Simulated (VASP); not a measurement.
A run of VASP 6.6.1 is set up as follows.

The input INCAR:

```
PREC     = Accurate       # precision mode
ENCUT    = 600            # plane-wave cutoff, eV
EDIFF    = 1E-6           # SCF threshold, eV
ISMEAR   = 0              # smearing method
SIGMA    = 0.1            # smearing width, eV
LREAL    = False          # projectors in reciprocal space
LASPH    = True           # aspherical terms in the spheres
NELM     = 100            # most SCF steps
ALGO     = Normal         # electronic algorithm
ISIF     = 3              # what is computed and relaxed
LWAVE    = False          # write WAVECAR
LCHARG   = False          # write CHGCAR
GGA      = PE             # functional
IBRION   = 2              # ionic algorithm
NSW      = 100            # ionic steps
EDIFFG   = -0.01          # ionic threshold
```

The input KPOINTS:

```
Automatic mesh
0
Gamma
  6 6 8
```

The input POSCAR:

```
Se
1.0
    5.9016487716      0.0000000000      0.0000000000
    0.0000000000      5.9016487716      0.0000000000
    0.0000000000      0.0000000000      4.9923025880
Se
6
Direct
    0.0000000000      0.0000000000      0.7500000000
    0.0000000000      0.0000000000      0.2500000000
    0.1903617556      0.5000000000      0.0000000000
    0.5000000000      0.1903617556      0.5000000000
    0.5000000000      0.8096382444      0.5000000000
    0.8096382444      0.5000000000      0.0000000000
```

Potentials or basis: VASP PAW PBE potentials, release 64 (Se).

Launch:

```console
$ cat potpaw_PBE.64/Se/POTCAR > POTCAR
$ mpirun -np 1 vasp_std > vasp.out
```

(1) What does it give for the relaxed cell?

(2) Predict the space group after relaxing (to 0.05 Å).

## Answers

(1) a = 5.794 Å, b = 5.794 Å, c = 5.034 Å, α = 90.00°, β = 90.00°, γ = 90.00°.

(2) P4_2/mmc (No. 131).
